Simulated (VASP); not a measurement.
Runs of VASP 6.6.1 on Mg4Se. The structure is that of space group P-3m1 (No. 164), or close to it. The cells are those of the table. 

```csv
task,cell,k mesh,cutoff (eV),gap on the mesh (eV),pressure (GPa),relaxed volume (Å³/atom),largest force (eV/Å)
relaxation of cell and atoms,"relaxed from a = 3.140, b = 3.140, c = 10.095 Å, angles 90.0, 90.0, 120.0°, 5 atoms",6 × 6 × 2,600,none,0.0,24.28,0.03
single point,"a = 3.619, b = 3.619, c = 10.731 Å, angles 90.0, 90.0, 120.0°, 5 atoms",12 × 12 × 4,520,none,-0.1,-,-
relaxation of cell and atoms,"relaxed from a = 3.668, b = 3.668, c = 10.412 Å, angles 90.0, 90.0, 120.0°, 5 atoms",12 × 12 × 4,600,none,0.0,24.28,-
single point,"a = 3.140, b = 3.140, c = 10.095 Å, angles 90.0, 90.0, 120.0°, 5 atoms",6 × 6 × 2,520,none,(a),-,4.94
single point,"a = 3.668, b = 3.668, c = 10.412 Å, angles 90.0, 90.0, 120.0°, 5 atoms",6 × 6 × 2,520,none,0.0,-,0.01
```

Alike in all rows: level PBE; potentials or basis VASP PAW PBE potentials, release 64 (Mg, Se); no spin polarisation; smearing gaussian 0.1 eV.

Q: Fill in the values left out.

A: (a) 34.8.

Caveats: some runs use coarse meshes; the volume moved by over 15 % at a fixed basis, so the end points are rough (some runs); forces of over 1 eV/Å act on the atoms, so gaps and moduli don't describe the material at rest (some runs).

A k mesh can miss the band edges, and the runs leave out spin-orbit coupling on Se.

A gap of «none» marks levels without a gap at the run's occupations.
